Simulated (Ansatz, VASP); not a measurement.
## Two plane-wave programs on YAl2N3

```
Y Al N
1.0
     5.02500   -2.90000    0.00000
     5.02500    2.90000    0.00000
     0.00000    0.00000    5.30000
Y Al N
2 4 6
Direct
  0.33300 0.66700 0.00000
  0.66700 0.33300 0.50000
  0.66660 0.00000 0.00000
  0.00000 0.33340 0.00000
  0.00000 0.66660 0.50000
  0.33340 0.00000 0.50000
  0.66660 0.00000 0.36500
  0.00000 0.33340 0.36500
  0.66700 0.33300 0.89000
  0.00000 0.66660 0.86500
  0.33340 0.00000 0.86500
  0.33300 0.66700 0.39000
```

Alike in both runs: task relaxation of cell and atoms; functional PBE; k mesh 3 × 3 × 2; occupations gaussian, width 0.15 eV; no spin polarisation.

|  | VASP | Ansatz |
| --- | --- | --- |
| version | VASP 6.6.1 | Ansatz 0.2.0 |
| potentials or method | VASP PAW PBE potentials, release 64 (Y_sv, Al, N), cutoff 600 eV | scalar-relativistic, plane waves, PAW |
| valence electrons in the cell | 64 | 64 |

|  | VASP | Ansatz | Ansatz less VASP |
| --- | --- | --- | --- |
| gap on the k mesh at the Fermi level, each at its own relaxed structure (eV) | 2.39 | 2.37 | -0.025 |
| relaxed volume (Å³/atom) | 12.64 | 12.65 | +0.013 |
| relaxed length of the cell vector where the two differ most in proportion (Å) | 5.175 | 5.170 | -0.0047 |

The k mesh is coarse, so the values compare programs but aren't converged.
